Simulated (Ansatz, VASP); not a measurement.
Two plane-wave programs on Si2W

```
Si W
1.0
    -1.52640    1.52640    3.72410
     1.52640   -1.52640    3.72410
     1.52640    1.52640   -3.72410
Si W
2 1
Direct
  0.33466 0.33466 0.00000
  0.66534 0.66534 0.00000
  0.00000 0.00000 0.00000
```

Alike in both runs: task single point; functional LDA; k mesh 20 × 20 × 20; occupations gaussian, width 0.15 eV; no spin polarisation.

```csv
,VASP,Ansatz
version,VASP 6.6.1,Ansatz 0.2.0
potentials or method,"VASP PAW LDA potentials, release 64 (Si, W_sv), cutoff 520 eV","scalar-relativistic, plane waves, PAW"
valence electrons in the cell,22,22
```

|  | VASP | Ansatz | Ansatz less VASP |
| --- | --- | --- | --- |
| gap on the k mesh at the Fermi level (eV) | none | none | - |
| rms of the force components (eV/Å) | 0.194 | 0.187 | -0.0071 |

Ansatz warns that its potentials were made for another functional, while VASP's fit it. LDA's correlation is that of Perdew and Zunger in VASP and of Perdew and Wang (1992) in Ansatz. Atom by atom the forces differ by 0.007 eV/Å (rms over components). A gap of «none» marks a metal or a gap that the smearing closes.

Neither program's run includes spin-orbit coupling.
